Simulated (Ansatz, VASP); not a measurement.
**One calculation of Y, two programs**

```
Y
1.0
     1.73990   -5.58070    0.00000
     1.73990    5.58070    0.00000
     0.00000    0.00000    3.48537
Y
2
Direct
  0.86235 0.13765 0.75000
  0.13765 0.86235 0.25000
```

Alike in both runs: functional PBE; k mesh 6 × 6 × 6; occupations gaussian, width 0.1 eV; no spin polarisation.

Ansatz relaxed the structure, and its values are those at the end. VASP's run is a single point on that final structure, the one shown.

|  | VASP | Ansatz |
| --- | --- | --- |
| version | VASP 6.6.1 | Ansatz 0.2.0 |
| potentials or method | VASP PAW PBE potentials, release 64 (Y_sv), cutoff 520 eV | scalar-relativistic, plane waves, PAW |
| valence electrons in the cell | 22 | 22 |

Ansatz gave:

- gap on the k mesh at the Fermi level (eV): none
- pressure (GPa): 0.1
- rms of the force components (eV/Å): 0.019

Problem. What did VASP give for the same quantities?

Solution. gap on the k mesh at the Fermi level (eV): none; pressure (GPa): 0.0; rms of the force components (eV/Å): 0.014.

A gap of «none» marks a metal or a gap that the smearing closes.
